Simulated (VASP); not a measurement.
# BN2 (Pnnm) in VASP: relaxation of cell and atoms with PBE

Aim: the relaxation of cell and atoms of BN2 with PBE.

Program: VASP 6.6.1. These are calculated values, not measurements. Logs are shortened: lines on timing, memory, paths and dates and some standing lists are left out, and cuts for length are marked.

### 1 The cell of the first run

The structure is orthorhombic, space group Pnnm (No. 58). Conventional cell: a = 3.446 Å, b = 4.070 Å, c = 2.529 Å, α = 90.00°, β = 90.00°, γ = 90.00°. B (site symmetry 2/m) has 6 N at 1.70 to 1.80 Å within 2.3 Å. N (site symmetry m) has 1 N at 1.32 Å and 3 B at 1.70 to 1.80 Å within 1.9 Å.

### 2 Relaxation of cell and atoms, PBE

Contents of INCAR:

```
SYSTEM = BN2
ALGO = Normal ; EDIFF = 1E-6
EDIFFG = -0.01 ; ENCUT = 600
GGA = PE ; IBRION = 2
ISIF = 3 ; ISMEAR = 0
LASPH = .True. ; LCHARG = .False.
LREAL = .False. ; LWAVE = .False.
NELM = 60 ; NSW = 100
PREC = Accurate ; SIGMA = 0.1
```

Contents of KPOINTS:

```
k-points
0
Gamma
  12 10 14
  0 0 0
```

Contents of POSCAR:

```
BN2
1.0
    3.4463004669      0.0000000000      0.0000000000
    0.0000000000      4.0699393894      0.0000000000
    0.0000000000      0.0000000000      2.5294283241
B N
2 4
Direct
    0.5000000000      0.5000000000      0.5000000000
    0.0000000000      0.0000000000      0.0000000000
    0.3518674155      0.8977096467      0.5000000000
    0.8518674155      0.6022903533      0.0000000000
    0.6481325845      0.1022903533      0.5000000000
    0.1481325845      0.3977096467      0.0000000000
```

Potentials or basis: VASP PAW PBE potentials, release 64 (B, N).

Command:

```
cat potpaw_PBE.64/B/POTCAR potpaw_PBE.64/N/POTCAR > POTCAR
mpirun -np 1 vasp_std > vasp.out
```

OUTCAR:

```text
SYSTEM = BN2
   EDIFF = 1E-6
   EDIFFG = -0.01
   ENCUT = 600
   GGA = PE
   IBRION = 2
   ISIF = 3
   ISMEAR = 0
   LASPH = .True.
   LREAL = .False.
   NELM = 60
   NSW = 100
   PREC = Accurate

 ion  position               nearest neighbor table
   1  0.500  0.500  0.500-   3 1.70   5 1.70   4 1.80   6 1.80   4 1.80   6 1.80
   2  0.000  0.000  0.000-   4 1.70   6 1.70   5 1.80   3 1.80   3 1.80   5 1.80
   3  0.352  0.898  0.500-   5 1.32   1 1.70   2 1.80   2 1.80
   4  0.852  0.602  0.000-   6 1.32   2 1.70   1 1.80   1 1.80
   5  0.648  0.102  0.500-   3 1.32   1 1.70   2 1.80   2 1.80
   6  0.148  0.398  0.000-   4 1.32   2 1.70   1 1.80   1 1.80

  LATTYP: Found a simple orthorhombic cell.
 ALAT       =     2.5294283241
 B/A-ratio  =     1.3624819625
 C/A-ratio  =     1.6090352712

  Lattice vectors:

 A1 = (   0.0000000000,   0.0000000000,   2.5294283241)
 A2 = (   3.4463004669,   0.0000000000,   0.0000000000)
 A3 = (   0.0000000000,   4.0699393894,   0.0000000000)

Analysis of symmetry for initial positions (statically):
=====================================================================
 Subroutine PRICEL returns:
 Original cell was already a primitive cell.

 Routine SETGRP: Setting up the symmetry group for a
 simple orthorhombic supercell.

 Subroutine GETGRP returns: Found  8 space group operations
 (whereof  4 operations were pure point group operations)
 out of a pool of  8 trial point group operations.

The static configuration has the point symmetry C_2h.
 The point group associated with its full space group is D_2h.

Analysis of symmetry for dynamics (positions and initial velocities):
=====================================================================
 Subroutine PRICEL returns:
 Original cell was already a primitive cell.

 Routine SETGRP: Setting up the symmetry group for a
 simple orthorhombic supercell.

 Subroutine GETGRP returns: Found  8 space group operations
 (whereof  4 operations were pure point group operations)
 out of a pool of  8 trial point group operations.

The dynamic configuration has the point symmetry C_2h.
 The point group associated with its full space group is D_2h.

 Subroutine INISYM returns: Found  8 space group operations
 (whereof  4 operations are pure point group operations),
 and found     1 'primitive' translations

----------------------------------------------------------------------------------------

                                     Primitive cell

  volume of cell :      35.4784

  direct lattice vectors                    reciprocal lattice vectors
[... 109 lines left out ...]
   EFERMI =   0.00;   METHOD = LEGACY
   ISMEAR =     0;   SIGMA  =   0.10  broadening in eV -4-tet -1-fermi 0-gaus
   EFERMI_NEDOS =   21; number of points for ismear=-14 and -15
   IALGO  =     38    algorithm
   IMIX   =      4    mixing-type and parameters
     AMIX     =   0.40;   BMIX     =  1.00
     AMIX_MAG =   1.60;   BMIX_MAG =  1.00
  volume/ion in A,a.u.               =       5.91        39.90
  Fermi-wavevector in a.u.,A,eV,Ry     =   1.475972  2.789183 29.640203  2.178493
  Thomas-Fermi vector in A             =   2.590556
   LORBIT       =      0    0 simple, 1 ext, 2 COOP (PROOUT), +10 PAW based schemes
   GGA     = PE    functional components
   LHFCALC =     F    Hartree Fock is set to
   AEXX    =    0.0000 exact exchange contribution
   IVDW    =     0    specifies the selected vdW correction
   LEPSILON=     F    determine dielectric tensor
   LRPA    =     F    only Hartree local field effects (RPA)
 conjugate gradient relaxation of ions
 non-spin polarized calculation
 Gauss-broadening in eV      SIGMA  =   0.10
  energy-cutoff  :      600.00
  volume of cell :       35.48
 maximum number of plane-waves:      1216
 NGX is ok and might be reduce to    28
   NGX = 13   NGY = 17   NGZ = 11

--------------------------------------- Ionic step        1  -------------------------------------------

 number of electron      26.0000005 magnetization

 Free energy of the ion-electron system (eV)
  ---------------------------------------------------
  ext. energy  EPLUGINS =         0.00000000
  ---------------------------------------------------
  free energy    TOTEN  =       -44.11779424 eV

  energy without entropy =      -44.11229332  energy(sigma->0) =      -44.11504378

------------------------ aborting loop because EDIFF is reached ----------------------------------------

  FORCE on cell =-STRESS in cart. coord.  units (eV):
  Direction    XX          YY          ZZ          XY          YZ          ZX
  --------------------------------------------------------------------------------------
  -------------------------------------------------------------------------------------
  Total        0.4218939     -0.2226753     -0.2168280     -0.0000000      0.0000000      0.0000000
  in kB       19.0524289    -10.0558574     -9.7917978     -0.0000000      0.0000000      0.0000000
  external PRESSURE =      -0.2650754 kB  Pullay stress =       0.0000000 kB
[... 187 lines left out ...]
--------------------------------------- Ionic step        6  -------------------------------------------

 number of electron      26.0000005 magnetization

 Free energy of the ion-electron system (eV)
  ---------------------------------------------------
  ext. energy  EPLUGINS =         0.00000000
  ---------------------------------------------------
  free energy    TOTEN  =       -44.11930979 eV

  energy without entropy =      -44.11366787  energy(sigma->0) =      -44.11648883

 E-fermi :   8.6168     XC(G=0): -13.1995

 val. band max:        8.6140694947   @ k =   0.0000   0.4000   0.2143
 cond. band min:       8.6320337958   @ k =   0.5000   0.3000   0.0714
 fundamental gap:      0.0179643011
 Fermi energy:         8.6168307006

 k-point     1 :       0.0000    0.0000    0.0000
  band No.  band energies     occupation
      1     -14.6738      2.00000
      2     -11.2632      2.00000
      3      -5.6135      2.00000
      4      -4.2305      2.00000
      5      -1.0039      2.00000
      6      -0.7288      2.00000
[... 457 lines left out ...]
      4      -4.4141      2.00000
      5      -2.0607      2.00000
      6       0.3593      2.00000
[... 9 lines left out ...]
     16      16.8198      0.00000
     17      17.3969      0.00000

 [... further k-points ...]

------------------------ aborting loop because EDIFF is reached ----------------------------------------

  FORCE on cell =-STRESS in cart. coord.  units (eV):
  Direction    XX          YY          ZZ          XY          YZ          ZX
  --------------------------------------------------------------------------------------
  -------------------------------------------------------------------------------------
  Total        0.0514936     -0.0126463      0.0469846      0.0000000      0.0000000      0.0000000
  in kB        2.3291850     -0.5720257      2.1252337      0.0000000      0.0000000      0.0000000
  external PRESSURE =       1.2941310 kB  Pullay stress =       0.0000000 kB
[... 21 lines left out ...]
  FREE ENERGIE OF THE ION-ELECTRON SYSTEM (eV)
  ---------------------------------------------------
  free  energy   TOTEN  =       -44.1193097872 eV

  energy  without entropy=      -44.1136678683  energy(sigma->0) =      -44.11648883

 reached required accuracy - stopping structural energy minimisation
```

OSZICAR:

```text
N       E                     dE             d eps       ncg     rms          rms(c)
DAV:   1     0.127704490012E+03    0.12770E+03   -0.16607E+04 11432   0.172E+03
DAV:   2    -0.399901358983E+02   -0.16769E+03   -0.16468E+03 15922   0.370E+02
DAV:   3    -0.451833754795E+02   -0.51932E+01   -0.51563E+01 15032   0.726E+01
[... 39 lines left out ...]
DAV:   1    -0.441192703145E+02   -0.22950E-03   -0.10158E-01 11521   0.274E+00    0.764E-02
DAV:   2    -0.441193419330E+02   -0.71619E-04   -0.15681E-03 17400   0.357E-01    0.419E-02
DAV:   3    -0.441193109307E+02    0.31002E-04   -0.64791E-05 14550   0.694E-02    0.122E-02
DAV:   4    -0.441193098555E+02    0.10752E-05   -0.92303E-06 16553   0.271E-02    0.502E-03
DAV:   5    -0.441193097872E+02    0.68293E-07   -0.35072E-07  9585   0.575E-03
   6 F= -.44119310E+02 E0= -.44116489E+02  d E =-.268957E-03
```

Wall time 5.3 min (1 thread of AMD EPYC 9R45 (Zen 5), shared host); peak memory 0.28 GiB.

What came out:

```
Free energy                           : -44.1193 eV
Relaxed volume                        : 5.90 Å³/atom
Relaxed cell                          : a = 3.459 Å, b = 4.058 Å, c = 2.524 Å, α = 90.00°, β = 90.00°, γ = 90.00°
Space group after relaxing (to 0.1 Å) : Pnnm (No. 58)
Energy gained by relaxing             : 0.3 meV/atom
Ionic steps                           : 6
Pressure after relaxing               : 0.1 GPa
Band gap on the k mesh                : zero (bands 13 and 14 overlap by 5.81 eV)
```

Stress tensor (GPa, compression positive):
```
 0.23  0.00  0.00
 0.00 -0.06  0.00
 0.00  0.00  0.21
```

Step by step:
| step | energy change (eV) | largest force (eV/Å) | pressure (GPa) | volume (Å³) |
| --- | --- | --- | --- | --- |
| 1 | 0.0000 | 0.1150 | -0.03 | 35.48 |
| 2 | 0.0033 | 0.4251 | -1.48 | 35.47 |
| 3 | -0.0007 | 0.0516 | -0.48 | 35.48 |
| 4 | -0.0012 | 0.0449 | 0.36 | 35.40 |
| 5 | -0.0012 | 0.0453 | 0.36 | 35.40 |
| 6 | -0.0015 | 0.0007 | 0.13 | 35.42 |

Final structure:
```
B N
1.0
     3.45853    0.00000    0.00000
     0.00000    4.05781    0.00000
     0.00000    0.00000    2.52393
B N
2 4
Direct
  0.50000 0.50000 0.50000
  0.00000 0.00000 0.00000
  0.35238 0.89698 0.50000
  0.85238 0.60302 0.00000
  0.64762 0.10302 0.50000
  0.14762 0.39698 0.00000
```
